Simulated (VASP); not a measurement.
Input of a VASP 6.6.1 run:

The input POSCAR:

```
SiC
1.0
    0.0000000000      2.2993961969      1.9544867673
    2.2993961969      0.0000000000      1.9544867673
    2.2993961969      2.2993961969      0.0000000000
Si C
1 1
Direct
    0.0000000000      0.0000000000      0.0000000000
    0.7500000000      0.7500000000      0.7500000000
```

INCAR.step1

```
ALGO     = Normal         # electronic algorithm
EDIFF    = 1E-4           # SCF threshold, eV
ENCUT    = 520            # plane-wave cutoff, eV
GGA      = PE             # functional
ISMEAR   = 0              # smearing method
LASPH    = True           # aspherical terms in the spheres
LCHARG   = False          # write CHGCAR
LREAL    = False          # projectors in reciprocal space
LWAVE    = True           # write WAVECAR
NBANDS   = 11             # bands
NELM     = 60             # most SCF steps
PREC     = Accurate       # precision mode
SIGMA    = 0.05           # smearing width, eV
```

The input INCAR.step2:

```
ALGO     = Normal         # electronic algorithm
EDIFF    = 1E-6           # SCF threshold, eV
ENCUT    = 520            # plane-wave cutoff, eV
ISIF     = 2              # what is computed and relaxed
ISMEAR   = 0              # smearing method
ISTART   = 1            
LASPH    = True           # aspherical terms in the spheres
LCHARG   = False          # write CHGCAR
LMIXTAU  = True         
LREAL    = False          # projectors in reciprocal space
LWAVE    = False          # write WAVECAR
METAGGA  = R2SCAN         # meta-GGA
NBANDS   = 11             # bands
NELM     = 60             # most SCF steps
PREC     = Accurate       # precision mode
SIGMA    = 0.05           # smearing width, eV
```

KPOINTS

```
k-points
0
Gamma
  12 12 12
```

Potentials or basis: VASP PAW PBE potentials, release 64 (Si, C).

Run with:

```sh
$ cat potpaw_PBE.64/Si/POTCAR potpaw_PBE.64/C/POTCAR > POTCAR
$ cp INCAR.step1 INCAR
$ mpirun -np 1 vasp_std > vasp.out
$ cp INCAR.step2 INCAR
$ mpirun -np 1 vasp_std > vasp.out
```

Problem. Estimate the pressure.

Solution. -2.3 GPa.

Problem. What does it give for the band gap on the k mesh?

Solution. 0.28 eV, indirect (least direct gap 4.95 eV).

Stress tensor (GPa, compression positive):
```
-13.28   0.00   0.00
  0.00 -13.28   0.00
  0.00   0.00  19.74
```

Caveat: the PAW data sets were made with another functional, which shifts forces and pressure a little. A k mesh can miss the band edges.
